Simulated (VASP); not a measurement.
## NaH: single point with PBE

NaH:

```
CELL_PARAMETERS angstrom
3.07200 -0.00889 0.00889
-0.00889 3.02956 0.17731
0.00889 0.17731 3.02956
ATOMIC_POSITIONS crystal
Na 0.00000 0.05982 0.05982
H 0.50000 0.44018 0.44018
```

This cell differs from its parent crystal: strained and its atoms moved.

```
Program             : VASP 6.6.1
Task                : single point
Functional          : PBE
Potentials or basis : VASP PAW PBE potentials, release 64 (Na_pv, H)
Cutoff              : 520 eV
k mesh              : 10 × 10 × 10
Occupations         : gaussian, width 0.02 eV
Spin                : no spin polarisation
```

```
Pressure               : 0.0 GPa
Largest force          : 0.124 eV/Å
Band gap on the k mesh : 1.28 eV, indirect (least direct gap 4.22 eV)
```

Forces on the atoms (eV/Å):
```
Na   0.000 -0.087 -0.087
H    0.000  0.087  0.087
```

Stress tensor (GPa, compression positive):
```
-1.52 -0.04  0.04
-0.04  0.72  2.34
 0.04  2.34  0.72
```

Levels at points of the mesh, in eV from the valence-band top:
```tsv
k point	band 1	band 2	band 3	band 4	band 5	band 6	band 7	band 8	band 9
(0.00, 0.00, 0.00)	-24.14	-24.13	-24.11	-5.22	7.71	10.81	10.94	11.93	12.96
(0.50, 0.00, 0.00)	-24.24	-24.12	-24.12	-2.95	1.28	10.44	14.03	14.47	15.39
(0.00, 0.50, 0.00)	-24.28	-24.12	-24.10	-2.85	1.38	10.60	13.42	14.07	14.54
(0.50, 0.50, 0.00)	-24.25	-24.22	-24.11	-1.35	4.42	4.52	6.62	14.56	16.59
(0.00, 0.50, 0.50)	-24.27	-24.23	-24.09	-1.34	3.88	5.51	6.73	14.31	16.52
(0.50, 0.50, 0.50)	-24.25	-24.22	-24.20	0.00	6.88	7.04	7.96	8.09	9.04
```

It took 56 s on 1 thread of Intel Xeon 8259CL, with other jobs on the host, peak memory 0.19 GiB.

Caveat: the cell differs from its parent crystal (strained and its atoms moved). A k mesh can miss the band edges.
